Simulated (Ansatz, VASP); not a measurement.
**Two plane-wave programs on SnSe**

The input POSCAR:

```
SnSe
1.0
    0.0000000000      2.9197000000      3.0100000000
    3.1003000000      0.0000000000      3.0100000000
    3.1003000000      2.9197000000      0.0000000000
Sn Se
1 1
Direct
    0.0000000000      0.0000000000      0.0000000000
    0.5000000000      0.5000000000      0.5000000000
```

Contents of INCAR.step1:

```
PREC = Accurate
ENCUT = 520
ISMEAR = 0
SIGMA = 0.05
LREAL = F
LASPH = T
NELM = 100
NBANDS = 17
GGA = PE
ALGO = Normal
EDIFF = 1E-4
LWAVE = T
LCHARG = F
```

File INCAR.step2:

```
PREC = Accurate
ENCUT = 520
EDIFF = 1E-6
ISMEAR = 0
SIGMA = 0.05
LREAL = F
LASPH = T
NELM = 100
ALGO = Normal
ISIF = 2
LWAVE = F
LCHARG = F
METAGGA = R2SCAN
LMIXTAU = T
NBANDS = 17
ISTART = 1
```

File KPOINTS:

```
regular mesh
0
Gamma
  10 10 10
```

Input for Ansatz:

```yaml
crystal:
  lattice:
    - [0.0, 2.9197, 3.01]
    - [3.1003, 0.0, 3.01]
    - [3.1003, 2.9197, 0.0]
  atoms:
    - { symbol: Sn, position: [0.0, 0.0, 0.0] }
    - { symbol: Se, position: [0.5, 0.5, 0.5] }
basis:
  ecutwfc: 500
kpoints:
  mp_grid: { grid: [10, 10, 10] }
hamiltonian:
  xc: r2scan
scf:
  occupations: { method: gaussian, width: 0.05 }
output:
  forces: true
  stress: true
  eigenvalues: true
```

Change from the starting cell: strain +0.0300 x Voigt [1, -1, 0, 0, 0, 0], atoms carried along.

Alike in both runs: task single point; functional r2SCAN; k mesh 10 × 10 × 10; occupations gaussian, width 0.05 eV; no spin polarisation.

```csv
,VASP,Ansatz
version,VASP 6.6.1,Ansatz 0.2.0
potentials or method,"VASP PAW PBE potentials, release 64 (Sn_d, Se), cutoff 520 eV","scalar-relativistic, plane waves, PAW"
valence electrons in the cell,20,30
```

|  | VASP | Ansatz | Ansatz less VASP |
| --- | --- | --- | --- |
| gap on the k mesh at the Fermi level (eV) | 0.46 | 0.46 | 0.000 |
| least direct gap on the mesh (eV) | 0.54 | 0.54 | 0.000 |
| pressure (GPa) | 0.4 | 0.4 | 0.00 |
| traceless stress, the component that is largest in VASP (GPa) | 3.95 | 3.94 | -0.008 |

VASP's potentials were made for PBE, not for r2SCAN. VASP's potentials hold 20 valence electrons a cell and Ansatz's 30, so a difference there can come from the potentials and not from the codes.
